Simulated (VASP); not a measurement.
# C (P-3m1) in VASP: notebook

C is run at these levels: r2SCAN; tasks: single point.

All numbers are computed with VASP 6.6.1; they aren't measurements. Logs are shortened: lines on timing, memory, paths and dates and some standing lists are left out, and cuts for length are marked.

## (1) The cell of the first run

It takes space group P-3m1 (No. 164, trigonal). The conventional cell has a = 2.518 Å, b = 2.518 Å, c = 12.583 Å, α = 90.00°, β = 90.00°, γ = 120.00°. Within 2.1 Å of C (site symmetry 3m) lie 4 C at 1.54 Å. C (site symmetry 3m) has 4 C at 1.54 Å within 2.1 Å. Within 2.1 Å of C (site symmetry 3m) lie 4 C at 1.54 Å. C (site symmetry 3m) has 4 C at 1.54 Å within 2.1 Å. Within 2.1 Å of C (site symmetry 3m) lie 4 C at 1.54 Å. C (site symmetry 3m) has 4 C at 1.54 to 1.79 Å within 2.1 Å.

## (2) Single point, r2SCAN

Input file POSCAR:

```
C
1.0
    1.7801417073     -1.7801417073      0.0000000000
    1.7801417073      0.0000000000     -1.7801417073
    7.2649043966      7.2649043966      7.2649043966
C
12
Direct
    0.6666666667      0.6666666667      0.2654851456
    0.0000000000      0.0000000000      0.1021297767
    0.3333333333      0.3333333333      0.4288405146
    0.6666666667      0.6666666667      0.7555512525
    1.0000000000      1.0000000000      0.5921958836
    0.3333333333      0.3333333333      0.9189066215
    0.6666666667      0.6666666667      0.3880016724
    1.0000000000      1.0000000000      0.2246463034
    0.3333333333      0.3333333333      0.5513570413
    0.6666666667      0.6666666667      0.8780677793
    0.0000000000      0.0000000000      0.7147124103
    0.3333333333      0.3333333333      0.0612909344
```

Input file INCAR.step1:

```
SYSTEM = C
ALGO = Normal ; EDIFF = 1E-4
ENCUT = 520 ; GGA = PE
ISMEAR = 0 ; LASPH = .True.
LCHARG = .False. ; LREAL = .False.
LWAVE = .True. ; NBANDS = 36
NELM = 80 ; PREC = Accurate
SIGMA = 0.05
```

Input file INCAR.step2:

```
SYSTEM = C
ALGO = Normal ; EDIFF = 1E-6
ENCUT = 520 ; ISIF = 2
ISMEAR = 0 ; ISTART = 1
LASPH = .True. ; LCHARG = .False.
LMIXTAU = .True. ; LREAL = .False.
LWAVE = .False. ; METAGGA = R2SCAN
NBANDS = 36 ; NELM = 80
PREC = Accurate ; SIGMA = 0.05
```

Input file KPOINTS:

```
k-points
0
Gamma
  10 10 2
  0 0 0
```

Potentials or basis: VASP PAW PBE potentials, release 64 (C).

Launch:

```console
$ cat potpaw_PBE.64/C/POTCAR > POTCAR
$ cp INCAR.step1 INCAR
$ mpirun -np 1 vasp_std > vasp.out
$ cp INCAR.step2 INCAR
$ mpirun -np 1 vasp_std > vasp.out
```

OUTCAR:

```text
SYSTEM = C
   EDIFF = 1E-6
   ENCUT = 520
   ISIF = 2
   ISMEAR = 0
   ISTART = 1
   LASPH = .True.
   LREAL = .False.
   METAGGA = R2SCAN
   NELM = 80
   PREC = Accurate

 ion  position               nearest neighbor table
   1  0.667  0.667  0.265-   8 1.54   8 1.54   8 1.54   7 1.54
   2  0.000  0.000  0.102-   8 1.54  12 1.54  12 1.54  12 1.54
   3  0.333  0.333  0.429-   7 1.54   7 1.54   9 1.54   7 1.54
   4  0.667  0.667  0.756-  11 1.54  11 1.54  11 1.54  10 1.54
   5  0.000  0.000  0.592-  11 1.54   9 1.54   9 1.54   9 1.54
   6  0.333  0.333  0.919-  10 1.54  10 1.54  10 1.54  12 1.79
   7  0.667  0.667  0.388-   3 1.54   3 1.54   3 1.54   1 1.54
   8  0.000  0.000  0.225-   1 1.54   2 1.54   1 1.54   1 1.54
   9  0.333  0.333  0.551-   3 1.54   5 1.54   5 1.54   5 1.54
  10  0.667  0.667  0.878-   6 1.54   6 1.54   6 1.54   4 1.54
  11  0.000  0.000  0.715-   4 1.54   5 1.54   4 1.54   4 1.54
  12  0.333  0.333  0.061-   2 1.54   2 1.54   2 1.54   6 1.79

  LATTYP: Found a hexagonal cell.
 ALAT       =     2.5175005454
 C/A-ratio  =     4.9982843301

  Lattice vectors:

 A1 = (  -1.7801417073,   0.0000000000,   1.7801417073)
 A2 = (   1.7801417073,  -1.7801417073,  -0.0000000000)
 A3 = (   7.2649043966,   7.2649043966,   7.2649043966)

Analysis of symmetry for initial positions (statically):
=====================================================================
 Subroutine PRICEL returns:
 Original cell was already a primitive cell.

 Routine SETGRP: Setting up the symmetry group for a
 hexagonal supercell.

 Subroutine GETGRP returns: Found 12 space group operations
 (whereof  6 operations were pure point group operations)
 out of a pool of 24 trial point group operations.

The static configuration has the point symmetry C_3v.
 The point group associated with its full space group is D_3d.

Analysis of symmetry for dynamics (positions and initial velocities):
=====================================================================
 Subroutine PRICEL returns:
 Original cell was already a primitive cell.

 Routine SETGRP: Setting up the symmetry group for a
 hexagonal supercell.

 Subroutine GETGRP returns: Found 12 space group operations
 (whereof  6 operations were pure point group operations)
 out of a pool of 24 trial point group operations.

The dynamic configuration has the point symmetry C_3v.
[... 123 lines left out ...]
   NSW    =      0    number of steps for IOM
   IBRION =     -1    ionic relax: 0-MD 1-quasi-New 2-CG
   NFREE  =      0    steps in history (QN), initial steepest desc. (CG)
   ISIF   =      2    stress and relaxation
   ISYM   =      2    0-nonsym 1-usesym 2-fastsym
   POTIM  = 0.5000    time-step for ionic-motion
   TEBEG  =    0.0;   TEEND  =   0.0 temperature during run
   PSTRESS=    0.0 pullay stress
   NELECT =      48.0000    total number of electrons
   NUPDOWN=      -1.0000    fix difference up-down
   EMIN   =  10.00;   EMAX   =-10.00  energy-range for DOS
   EFERMI =   0.00;   METHOD = LEGACY
   ISMEAR =     0;   SIGMA  =   0.05  broadening in eV -4-tet -1-fermi 0-gaus
   EFERMI_NEDOS =   21; number of points for ismear=-14 and -15
   IALGO  =     38    algorithm
   IMIX   =      4    mixing-type and parameters
     AMIX     =   0.40;   BMIX     =  1.00
     AMIX_MAG =   1.60;   BMIX_MAG =  1.00
  volume/ion in A,a.u.               =       5.76        38.84
  Fermi-wavevector in a.u.,A,eV,Ry     =   1.450113  2.740316 28.610703  2.102827
  Thomas-Fermi vector in A             =   2.567762
   LORBIT       =      0    0 simple, 1 ext, 2 COOP (PROOUT), +10 PAW based schemes
   METAGGA = R2SCAN    functional components
   LHFCALC =     F    Hartree Fock is set to
   AEXX    =    0.0000 exact exchange contribution
   IVDW    =     0    specifies the selected vdW correction
   LEPSILON=     F    determine dielectric tensor
   LRPA    =     F    only Hartree local field effects (RPA)
 non-spin polarized calculation
 Gauss-broadening in eV      SIGMA  =   0.05
  energy-cutoff  :      520.00
  volume of cell :       69.07
 maximum number of plane-waves:      1894
   NGX =  9   NGY =  9   NGZ = 47

 number of electron      48.0000001 magnetization

 Free energy of the ion-electron system (eV)
  ---------------------------------------------------
  ext. energy  EPLUGINS =         0.00000000
  ---------------------------------------------------
  free energy    TOTEN  =      -117.45081772 eV

  energy without entropy =     -117.45081772  energy(sigma->0) =     -117.45081772

 E-fermi :   9.8634     XC(G=0): -14.1703

 val. band max:        9.6205518485   @ k =   0.0000   0.0000   0.0000
 cond. band min:      13.6552994414   @ k =   0.4000   0.0000   0.5000
 fundamental gap:      4.0347475928
 Fermi energy:         9.8634023032

 k-point     1 :       0.0000    0.0000    0.0000
  band No.  band energies     occupation
      1     -13.1705      2.00000
      2     -12.5124      2.00000
      3     -12.0375      2.00000
      4     -10.2171      2.00000
      5      -9.7421      2.00000
      6      -7.4492      2.00000
[... 925 lines left out ...]
     35      19.4938      0.00000
     36      20.4537      0.00000

 [... further k-points ...]
[... 5 lines left out ...]
  --------------------------------------------------------------------------------------
  -------------------------------------------------------------------------------------
  Total       -2.0388610     -2.0388610     -2.0388610     -2.1575419     -2.1575419     -2.1575419
  in kB      -47.2974677    -47.2974677    -47.2974677    -50.0506255    -50.0506255    -50.0506255
  external PRESSURE =     -47.2974677 kB  Pullay stress =       0.0000000 kB

 VOLUME and BASIS-vectors are now :
 -----------------------------------------------------------------------------
  energy-cutoff  :      520.00
  volume of cell :       69.07
      direct lattice vectors                 reciprocal lattice vectors
     1.780141707 -1.780141707  0.000000000     0.187251010 -0.374502021  0.187251010
     1.780141707  0.000000000 -1.780141707     0.187251010  0.187251010 -0.374502021
     7.264904397  7.264904397  7.264904397     0.045882687  0.045882687  0.045882687

 POSITION                                       TOTAL-FORCE (eV/Angst)
 -----------------------------------------------------------------------------------
      4.30225      0.74196      0.74196        -0.013336     -0.013336     -0.013336
      0.74196      0.74196      0.74196        -0.790421     -0.790421     -0.790421
      4.30225      2.52210      2.52210        -0.000971     -0.000971     -0.000971
      7.86253      4.30225      4.30225        -0.064616     -0.064616     -0.064616
      4.30225      4.30225      4.30225        -0.003835     -0.003835     -0.003835
      7.86253      6.08239      6.08239         1.138051      1.138051      1.138051
      5.19232      1.63203      1.63203         0.003835      0.003835      0.003835
      1.63203      1.63203      1.63203         0.064616      0.064616      0.064616
      5.19232      3.41218      3.41218         0.000971      0.000971      0.000971
      8.75260      5.19232      5.19232         0.790421      0.790421      0.790421
      5.19232      5.19232      5.19232         0.013336      0.013336      0.013336
      1.63203     -0.14811     -0.14811        -1.138051     -1.138051     -1.138051
 -----------------------------------------------------------------------------------
    total drift:                               -0.000009     -0.000009     -0.000009

  FREE ENERGIE OF THE ION-ELECTRON SYSTEM (eV)
  ---------------------------------------------------
  free  energy   TOTEN  =      -117.4508177188 eV

  energy  without entropy=     -117.4508177188  energy(sigma->0) =     -117.45081772
```

OUTCAR.step1:

```text
SYSTEM = C
   EDIFF = 1E-4
   ENCUT = 520
   GGA = PE
   ISMEAR = 0
[... 1199 lines left out ...]
      5.19232      3.41218      3.41218         0.000677      0.000677      0.000677
      8.75260      5.19232      5.19232         0.764472      0.764472      0.764472
      5.19232      5.19232      5.19232         0.013355      0.013355      0.013355
      1.63203     -0.14811     -0.14811        -1.134711     -1.134711     -1.134711
 -----------------------------------------------------------------------------------
    total drift:                                0.000004      0.000004      0.000004

  FREE ENERGIE OF THE ION-ELECTRON SYSTEM (eV)
  ---------------------------------------------------
  free  energy   TOTEN  =      -108.6479057656 eV

  energy  without entropy=     -108.6479057656  energy(sigma->0) =     -108.64790577
```

OSZICAR.step1:

```text
N       E                     dE             d eps       ncg     rms          rms(c)
DAV:   1     0.122732079640E+03    0.12273E+03   -0.25358E+04  2016   0.130E+03
DAV:   2    -0.103528723903E+03   -0.22626E+03   -0.21361E+03  2612   0.253E+02
DAV:   3    -0.112303855070E+03   -0.87751E+01   -0.87114E+01  2684   0.458E+01
DAV:   4    -0.112412229595E+03   -0.10837E+00   -0.10809E+00  2648   0.541E+00
DAV:   5    -0.112414525214E+03   -0.22956E-02   -0.22938E-02  2592   0.746E-01    0.135E+01
DAV:   6    -0.109578162920E+03    0.28364E+01   -0.19536E+00  2348   0.666E+00    0.804E+00
DAV:   7    -0.108643443549E+03    0.93472E+00   -0.23662E+00  2356   0.747E+00    0.171E+00
DAV:   8    -0.108647875652E+03   -0.44321E-02   -0.65646E-02  2548   0.131E+00    0.302E-01
DAV:   9    -0.108647851041E+03    0.24611E-04   -0.52010E-03  2576   0.400E-01    0.511E-02
DAV:  10    -0.108647905766E+03   -0.54724E-04   -0.33195E-04  2404   0.101E-01
   1 F= -.10864791E+03 E0= -.10864791E+03  d E =-.156913E-17
```

Run time: 4.9 min. Hardware: 1 thread of Intel Xeon 8259CL, shared host; peak memory 0.21 GiB.

Results:

* Free energy: -117.4508 eV
* Pressure: -4.7 GPa
* Largest force: 1.971 eV/Å
* Band gap on the k mesh: 4.03 eV

Forces in eV/Å, atoms in the order of the input:
```
C   -0.013 -0.013 -0.013
C   -0.790 -0.790 -0.790
C   -0.001 -0.001 -0.001
C   -0.065 -0.065 -0.065
C   -0.004 -0.004 -0.004
C    1.138  1.138  1.138
C    0.004  0.004  0.004
C    0.065  0.065  0.065
C    0.001  0.001  0.001
C    0.790  0.790  0.790
C    0.013  0.013  0.013
C   -1.138 -1.138 -1.138
```

Levels at points of the mesh, in eV from the valence-band top:
```tsv
k point	band 20	band 21	band 22	band 23	band 24	band 25	band 26	band 27	band 28	band 29
(0.00, 0.00, 0.00)	-1.03	-1.03	-0.21	-0.21	0.00	4.83	5.89	5.89	7.04	7.04
(0.50, 0.00, 0.00)	-5.04	-4.47	-4.17	-3.22	-2.92	4.34	4.96	5.30	5.74	6.77
(0.00, 0.00, 0.50)	-1.23	-0.58	-0.58	-0.43	-0.43	5.36	6.11	6.11	6.51	6.51
(0.50, 0.00, 0.50)	-5.02	-3.86	-3.65	-3.45	-3.42	4.54	5.12	5.36	6.04	6.19
```

Caveat: the PAW data sets were made with another functional, which shifts forces and pressure a little. A k mesh can miss the band edges.

[end of part 1 of 2]
